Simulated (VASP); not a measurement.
## Ni: single point with PBEsol

Ni:

```
CELL_PARAMETERS angstrom
0.00000 1.80084 1.80084
1.80084 0.00000 1.80084
1.80084 1.80084 0.00000
ATOMIC_POSITIONS crystal
Ni 0.00000 0.00000 0.00000
```

This cell differs from its parent crystal: strain +0.040 along x and y, +0.040 along z.

| Quantity | Value |
| --- | --- |
| Program | VASP 6.6.1 |
| Task | single point |
| Functional | PBEsol |
| Potentials or basis | VASP PAW PBE potentials, release 64 (Ni) |
| Cutoff | 600 eV |
| k mesh | 30 × 30 × 30 |
| Occupations | gaussian, width 0.15 eV |
| Spin | collinear spin, ferromagnetic start |
| Starting moments | [0.73] μB |

| Property | Result |
| --- | --- |
| Pressure | -20.1 GPa |
| Net moment | 0.64 μB per cell |
| Site moments | Ni +0.66 μB |
| Valence electrons inside the program's atomic spheres | Ni 9.20 |

Levels at points of the mesh, in eV from the Fermi level:
Spin up:
```
           k point  band 1  band 2  band 3  band 4  band 5  band 6  band 7  band 8  band 9  band 10
(0.00, 0.00, 0.00)   -8.57   -2.26   -2.26   -2.26   -1.20   -1.20   23.09   26.38   26.38    26.38
(0.50, 0.00, 0.00)   -4.48   -2.24   -2.24   -0.61   -0.61   -0.20    5.15   21.62   23.40    23.40
(0.50, 0.50, 0.00)   -4.26   -3.85   -0.57   -0.50   -0.50    2.36    8.58   14.12   14.12    18.82
```
Spin down:
```
           k point  band 3  band 4  band 5  band 6  band 7  band 8
(0.00, 0.00, 0.00)   -1.52   -1.52   -0.57   -0.57   22.96   26.39
(0.50, 0.00, 0.00)   -1.60   -0.25    0.15    0.15    5.57   21.50
(0.50, 0.50, 0.00)    0.09    0.35    0.35    2.34    8.84   14.14
```

It took 4.7 min on 1 thread of Oxide Virtual Turin-like Processor (shared host), peak memory 0.29 GiB.

Caveat: the cell differs from its parent crystal (strain +0.040 along x and y, +0.040 along z); the cell stands under tension; the PAW data sets were made with another functional, which shifts forces and pressure a little.
